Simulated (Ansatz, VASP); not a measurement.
**PbS: VASP beside Ansatz**

INCAR

```
SYSTEM = PbS
PREC     = Accurate       ! precision mode
ENCUT    = 520            ! plane-wave cutoff, eV
EDIFF    = 1E-6           ! SCF threshold, eV
ISMEAR   = 0              ! smearing method
SIGMA    = 0.05           ! smearing width, eV
LREAL    = .FALSE.        ! projectors in reciprocal space
LASPH    = .TRUE.         ! aspherical terms in the spheres
NELM     = 80             ! most SCF steps
ALGO     = Normal         ! electronic algorithm
ISIF     = 2              ! what is computed and relaxed
LWAVE    = .FALSE.        ! write WAVECAR
LCHARG   = .FALSE.        ! write CHGCAR
GGA      = PE             ! functional
NBANDS   = 17             ! bands
```

The input KPOINTS:

```
Automatic mesh
0
G
  10 10 10
  0 0 0
```

File POSCAR:

```
PbS
1.0
    0.0000000000      3.3238313106      3.3238313106
    3.3238313106      0.0000000000      3.3238313106
    3.3238313106      3.3238313106      0.0000000000
Pb S
1 1
Direct
   -0.0075214407      0.0075214407      0.0075214407
    0.2500000000      0.2500000000      0.2500000000
```

Input for Ansatz:

```yaml
crystal:
  lattice:
    - [0.0, 3.3238313106, 3.3238313106]
    - [3.3238313106, 0.0, 3.3238313106]
    - [3.3238313106, 3.3238313106, 0.0]
  atoms:
    - { symbol: Pb, position: [-0.0075214407, 0.0075214407, 0.0075214407] }
    - { symbol: S, position: [0.25, 0.25, 0.25] }
basis:
  ecutwfc: 420
  ecutrho_ratio: 4
kpoints:
  mp_grid: { grid: [10, 10, 10] }
hamiltonian:
  xc: pbe
scf:
  occupations: { method: gaussian, width: 0.05 }
output:
  forces: true
  stress: true
  eigenvalues: true
```

Alike in both runs: task single point; functional PBE; k mesh 10 × 10 × 10; occupations gaussian, width 0.05 eV; no spin polarisation.

|  | VASP | Ansatz |
| --- | --- | --- |
| version | VASP 6.6.1 | Ansatz 0.2.0 |
| potentials or method | VASP PAW PBE potentials, release 64 (Pb_d, S), cutoff 520 eV | scalar-relativistic, plane waves, PAW |
| valence electrons in the cell | 20 | 20 |

|  | VASP | Ansatz | Ansatz less VASP |
| --- | --- | --- | --- |
| gap on the k mesh at the Fermi level (eV) | 0.89 | 0.88 | -0.003 |
| least direct gap on the mesh (eV) | 1.29 | 1.29 | -0.003 |
| pressure (GPa) | 0.0 | 0.0 | +0.05 |
| traceless stress, the component that is largest in VASP (GPa) | 0.36 | 0.36 | -0.002 |
| rms of the force components (eV/Å) | 0.084 | 0.084 | -0.0004 |

Atom by atom the forces differ by 0.000 eV/Å (rms over components).

Neither program's run includes spin-orbit coupling.
